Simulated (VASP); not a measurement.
A run of VASP 6.6.1:

File INCAR:

```
SYSTEM = B12HN12
PREC = Accurate
ENCUT = 520
EDIFF = 1E-7
ISMEAR = 0
SIGMA = 0.02
LREAL = Auto
LASPH = .True.
NELM = 80
ALGO = Normal
ISIF = 2
LWAVE = .False.
LCHARG = .False.
GGA = PE
IVDW = 12
NELECT = 96.0
NBANDS = 66
```

File KPOINTS:

```
Automatic mesh
0
Gamma
  2 2 2
  0.5 0.5 0.5
```

Contents of POSCAR:

```
B12HN12
1.0
   -3.7615274009     -3.3394822066     -4.3376638254
    3.7615274009     -3.3394822066      4.3376638254
   -3.7615274009      3.3394822066      4.3376638254
B N H
12 12 1
Direct
    0.1648730461      0.7484649364      0.9162477151
    0.9925861043     -0.0086130927     -0.0013282406
    0.3206618252      0.4906216445      0.8231365048
    0.8344330903      0.2501067746      0.0837919065
    0.6672374650      0.4905106931      0.1698207502
    0.1662365563      0.2501595710      0.4155343170
    0.4936635380      0.7508049910      0.2570106551
    0.3344095102      0.0019530318      0.3344218220
    1.0045959595      0.5038768487      0.4991366922
    0.8320616362      0.7484399955      0.5834584394
    0.6673796508      0.0019338634      0.6674021400
    0.4995727018      0.2492505204      0.7495415971
    0.1649783542      0.0820691302      0.2489022629
    1.0028654963      0.3359903493      0.3329894291
    0.3336213799      0.8342129848      0.1669654296
    0.8357884483      0.5852667215      0.4162544874
    0.6671274731      0.8342217577      0.5004551421
    0.1689225003      0.5853196726      0.7493393170
    0.5010730827      0.0848171825      0.5836102709
    0.3330451646      0.3331801755      0.6658675002
    0.9949198859      0.8272835645      0.8322293180
    0.8330120281      0.0820490327      0.9169562648
    0.6670972302      0.3330973889      1.0000002776
    0.4559406175      0.5394778490      0.0833899508
    0.2988788987      0.3829896868      0.0837920346
```

Potentials or basis: VASP PAW PBE potentials, release 64 (B, N, H).

Launch:

```sh
$ cat potpaw_PBE.64/B/POTCAR potpaw_PBE.64/N/POTCAR potpaw_PBE.64/H/POTCAR > POTCAR
$ mpirun -np 1 vasp_std > vasp.out
```

Hardware: 1 thread of AMD EPYC 7R43 64-Core Processor (Zen 3) (shared host).

Estimate the wall time of this run.

Run time: 3.2 min on 1 thread of AMD EPYC 7R43 64-Core Processor (Zen 3), with other jobs on the host, peak memory 0.31 GiB. Counts: scf iterations 16, k points 4.
